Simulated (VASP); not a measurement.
A run of VASP 6.6.1 is set up as follows.

The input POSCAR:

```
In2O3
1.0
    2.8089827434      1.6217669431      4.9505282513
   -2.8089827434      1.6217669431      4.9505282513
    0.0000000000     -3.2435338861      4.9505282513
In O
4 6
Direct
    0.6436585555      0.6436585555      0.6436585555
    0.8563414445      0.8563414445      0.8563414445
    0.3563414445      0.3563414445      0.3563414445
    0.1436585555      0.1436585555      0.1436585555
    0.0470383118      0.7500000000      0.4529616882
    0.7500000000      0.4529616882      0.0470383118
    0.4529616882      0.0470383118      0.7500000000
    0.9529616882      0.2500000000      0.5470383118
    0.5470383118      0.9529616882      0.2500000000
    0.2500000000      0.5470383118      0.9529616882
```

The input INCAR.step1:

```
  ALGO = Normal
  EDIFF = 1E-4
  ENCUT = 520
  GGA = PE
  ISMEAR = 0
  LASPH = T
  LCHARG = F
  LREAL = F
  LWAVE = T
  NBANDS = 55
  NELM = 100
  PREC = Accurate
  SIGMA = 0.01
```

INCAR.step2

```
  ALGO = Normal
  EDIFF = 1E-6
  ENCUT = 520
  ISIF = 2
  ISMEAR = 0
  ISTART = 1
  LASPH = T
  LCHARG = F
  LMIXTAU = T
  LREAL = F
  LWAVE = F
  METAGGA = R2SCAN
  NBANDS = 55
  NELM = 100
  PREC = Accurate
  SIGMA = 0.01
```

Contents of KPOINTS:

```
k-points
0
Gamma
  6 6 6
```

Potentials or basis: VASP PAW PBE potentials, release 64 (In_d, O).

The run is started by

```console
$ cat potpaw_PBE.64/In_d/POTCAR potpaw_PBE.64/O/POTCAR > POTCAR
$ cp INCAR.step1 INCAR
$ mpirun -np 1 vasp_std > vasp.out
$ cp INCAR.step2 INCAR
$ mpirun -np 1 vasp_std > vasp.out
```

**Question.** Predict the pressure.

**Answer.** -8.5 GPa.

**Question.** Estimate the largest force.

**Answer.** 0.018 eV/Å.

Stress tensor (GPa, compression positive):
```
-9.03  0.00  0.00
 0.00 -9.03  0.00
 0.00  0.00 -7.30
```

Caveat: the cell differs from its parent crystal (strain +2.0%); the PAW data sets were made with another functional, which shifts forces and pressure a little.
